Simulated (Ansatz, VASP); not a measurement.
**CdS: VASP beside Ansatz**

INCAR

```
SYSTEM = CdS
PREC = Accurate
ENCUT = 520
EDIFF = 1E-7
ISMEAR = 0
SIGMA = 0.02
LREAL = .False.
LASPH = .True.
NELM = 80
ALGO = Normal
ISIF = 2
LWAVE = .False.
LCHARG = .True.
GGA = PS
LELF = .True.
LVHAR = .True.
NBANDS = 26
```

Contents of KPOINTS:

```
Automatic mesh
0
Gamma
  9 9 4
  0 0 0
```

Contents of POSCAR:

```
CdS
1.0
    4.1347992034      0.0000000000      0.0000000000
   -2.0673996017      3.5808411497      0.0000000000
    0.0000000000      0.0000000000      6.7490000000
Cd S
2 2
Direct
    0.3333333333      0.6666666667      0.0000000000
    0.6615548376      0.3221180913      0.4880693436
    0.3333333333      0.6666666667      0.3850000000
    0.6666666667      0.3333333333      0.8850000000
```

Input for Ansatz:

```yaml
crystal:
  lattice:
    - [4.1347992034, 0.0, 0.0]
    - [-2.0673996017, 3.5808411497, 0.0]
    - [0.0, 0.0, 6.749]
  atoms:
    - { symbol: Cd, position: [0.3333333333, 0.6666666667, 0.0] }
    - { symbol: Cd, position: [0.6615548376, 0.3221180913, 0.4880693436] }
    - { symbol: S, position: [0.3333333333, 0.6666666667, 0.385] }
    - { symbol: S, position: [0.6666666667, 0.3333333333, 0.885] }
basis:
  ecutwfc: 420
kpoints:
  mp_grid: { grid: [9, 9, 4] }
hamiltonian:
  xc: pbesol
scf:
  occupations: { method: gaussian, width: 0.02 }
output:
  forces: true
  stress: true
  eigenvalues: true
```

Change from the starting cell: one atom moved.

Alike in both runs: task single point; functional PBEsol; k mesh 9 × 9 × 4; occupations gaussian, width 0.02 eV; no spin polarisation.

|  | VASP | Ansatz |
| --- | --- | --- |
| version | VASP 6.6.1 | Ansatz 0.2.0 |
| potentials or method | VASP PAW PBE potentials, release 64 (Cd, S), cutoff 520 eV | scalar-relativistic, plane waves, PAW |
| valence electrons in the cell | 36 | 52 |

VASP gave:

```
gap on the k mesh at the Fermi level (eV)                     : 1.09
least direct gap on the mesh (eV)                             : 1.09
pressure (GPa)                                                : 0.0
traceless stress, the component that is largest in VASP (GPa) : -2.10
rms of the force components (eV/Å)                            : 0.261
```

Q: What did Ansatz give for the same quantities?

A: gap on the k mesh at the Fermi level (eV): 1.08; least direct gap on the mesh (eV): 1.08; pressure (GPa): -0.4; traceless stress, the component that is largest in VASP (GPa): -2.01; rms of the force components (eV/Å): 0.253.

VASP's potentials were made for PBE, not for PBEsol. Atom by atom the forces differ by 0.008 eV/Å (rms over components). The functional is the same, so the differences come from potentials, cutoffs and numerics. VASP's potentials hold 36 valence electrons a cell and Ansatz's 52, so a difference there can come from the potentials and not from the codes.
